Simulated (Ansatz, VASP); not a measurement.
## SnSe2 in VASP and in Ansatz

The input INCAR:

```
ALGO     = Normal         # electronic algorithm
EDIFF    = 1E-6           # SCF threshold, eV
ENCUT    = 500            # plane-wave cutoff, eV
GGA      = PE             # functional
GGA_COMPAT= F            
ISIF     = 2              # what is computed and relaxed
ISMEAR   = -1             # smearing method
LASPH    = T              # aspherical terms in the spheres
LCHARG   = F              # write CHGCAR
LREAL    = F              # projectors in reciprocal space
LWAVE    = F              # write WAVECAR
NBANDS   = 20             # bands
NELM     = 120            # most SCF steps
PREC     = Accurate       # precision mode
SIGMA    = 0.04           # smearing width, eV
```

The input KPOINTS:

```
k-points
0
Gamma
  4 4 2
```

The input POSCAR:

```
SnSe2
1.0
    3.8110000000      0.0000000000      0.0000000000
   -1.9055000000      3.3004228138      0.0000000000
    0.0000000000      0.0000000000      6.1360000000
Sn Se
1 2
Direct
    0.0000000000      0.0000000000      0.0000000000
    0.6666666667      0.3333333333      0.7510000000
    0.3333333333      0.6666666667      0.2490000000
```

The input input.yaml:

```yaml
crystal:
  lattice:
    - [3.811, 0.0, 0.0]
    - [-1.9055, 3.3004228138, 0.0]
    - [0.0, 0.0, 6.136]
  atoms:
    - { symbol: Sn, position: [0.0, 0.0, 0.0] }
    - { symbol: Se, position: [0.6666666667, 0.3333333333, 0.751] }
    - { symbol: Se, position: [0.3333333333, 0.6666666667, 0.249] }
kpoints:
  mp_grid: { grid: [4, 4, 2] }
scf:
  occupations: { method: fermi_dirac, width: 0.04 }
hamiltonian:
  xc: pbe
  pseudopotentials: { kind: all_electron, lapw: { basis_error: 0.002 } }
output:
  forces: true
  stress: true
  eigenvalues: true
```

Alike in both runs: task single point; functional PBE; k mesh 4 × 4 × 2; occupations fermi-dirac, width 0.04 eV; no spin polarisation.

|  | VASP | Ansatz |
| --- | --- | --- |
| version | VASP 6.6.1 | Ansatz 0.2.0 |
| potentials or method | VASP PAW PBE potentials, release 64 (Sn_d, Se), cutoff 500 eV | all-electron LAPW, scalar-relativistic |

|  | VASP | Ansatz | Ansatz less VASP |
| --- | --- | --- | --- |
| gap on the k mesh at the Fermi level (eV) | 0.87 | 0.88 | +0.008 |
| least direct gap on the mesh (eV) | 1.09 | 1.10 | +0.016 |
| pressure (GPa) | 6.0 | 5.9 | -0.10 |
| rms of the force components (eV/Å) | 0.358 | 0.349 | -0.0088 |

Atom by atom the forces differ by 0.009 eV/Å (rms over components). Ansatz ran all-electron here, and VASP with PAW potentials.

The k mesh is coarse, so the values compare programs but aren't converged.
